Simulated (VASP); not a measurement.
Here is a VASP 6.6.1 calculation.

Contents of INCAR:

```
PREC     = Accurate       # precision mode
ENCUT    = 520            # plane-wave cutoff, eV
EDIFF    = 1E-7           # SCF threshold, eV
ISMEAR   = 0              # smearing method
SIGMA    = 0.1            # smearing width, eV
LREAL    = F              # projectors in reciprocal space
LASPH    = T              # aspherical terms in the spheres
NELM     = 100            # most SCF steps
ALGO     = Normal         # electronic algorithm
ISIF     = 2              # what is computed and relaxed
LWAVE    = F              # write WAVECAR
LCHARG   = T              # write CHGCAR
LDIPOL   = T            
IDIPOL   = 3            
DIPOL    = 0.5 0.5 0.321
GGA      = PE             # functional
LELF     = T              # ELF
LVHAR    = T            
LVACPOTAV= T            
NBANDS   = 38             # bands
```

KPOINTS

```
regular mesh
0
Gamma
  6 3 1
```

The input POSCAR:

```
C12N
1.0
    4.9326910638      0.0000000000      0.0000000000
   -1.2331727659      8.7858796652      0.0000000000
    0.0000000000      0.0000000000     20.2907138818
C N
12 1
Direct
    0.0197005045      0.0788020181      0.1971345130
    0.5197005045      0.0788020181      0.1971345130
    0.2746256306      0.0985025226      0.2311704222
    0.7746256306      0.0985025226      0.2311704222
    0.2844758829      0.1379035317      0.2992422405
    0.7844758829      0.1379035317      0.2992422405
    0.0392966979      0.1571967124      0.3324023561
    0.5392966979      0.1571967124      0.3324023561
    0.0496769462      0.1987212371      0.4035397332
    0.5496769462      0.1987212371      0.4035397332
    0.3040736101      0.2163107364      0.4332382751
    0.8040736101      0.2163107364      0.4332382751
    0.6790736101      0.7163107364      0.3775804372
```

Potentials or basis: VASP PAW PBE potentials, release 64 (C, N).

Launch:

```console
$ cat potpaw_PBE.64/C/POTCAR potpaw_PBE.64/N/POTCAR > POTCAR
$ mpirun -np 1 vasp_std > vasp.out
```

(1) Predict the largest force.

(2) Predict the band gap on the k mesh.

Results:

(1) 3.408 eV/Å.

(2) zero (an odd number of electrons rules out a gap without spin polarisation).

Caveat: an odd number of electrons without spin polarisation forces a metal; a magnetic or distorted state may lie lower.
